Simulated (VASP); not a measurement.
Al:

```
CELL_PARAMETERS angstrom
-1.59122 1.59122 1.59122
1.59122 -1.59122 1.59122
1.59122 1.59122 -1.59122
ATOMIC_POSITIONS crystal
Al 0.00000 0.00000 0.00000
```

* Program: VASP 6.6.1
* Task: relaxation of cell and atoms
* Functional: PBEsol
* Potentials or basis: VASP PAW PBE potentials, release 64 (Al)
* Cutoff: 600 eV
* k mesh: 9 × 9 × 9
* Occupations: methfessel-paxton, width 0.1 eV
* Spin: no spin polarisation

At the start: pressure 2.5 GPa; volume 16.12 Å³/atom.

**Question.** Where does the relaxation end?

**Answer.** Over 3 steps the energy falls by 3.7 meV/atom and the volume is 16.60 Å³/atom (+3.0 %); space group Im-3m (No. 229, to 0.05 Å).

Step by step:
```
step  energy change (eV)  largest force (eV/Å)  pressure (GPa)  volume (Å³)
   1              0.0000                0.0000            2.48        16.12
   2             -0.0035                0.0000           -0.49        16.71
   3             -0.0037                0.0000           -0.02        16.60
```

Final structure:
```
Al
1.0
    -1.60704    1.60704    1.60704
     1.60704   -1.60704    1.60704
     1.60704    1.60704   -1.60704
Al
1
Direct
  0.00000 0.00000 0.00000
```

Caveat: the PAW data sets were made with another functional, which shifts forces and pressure a little.
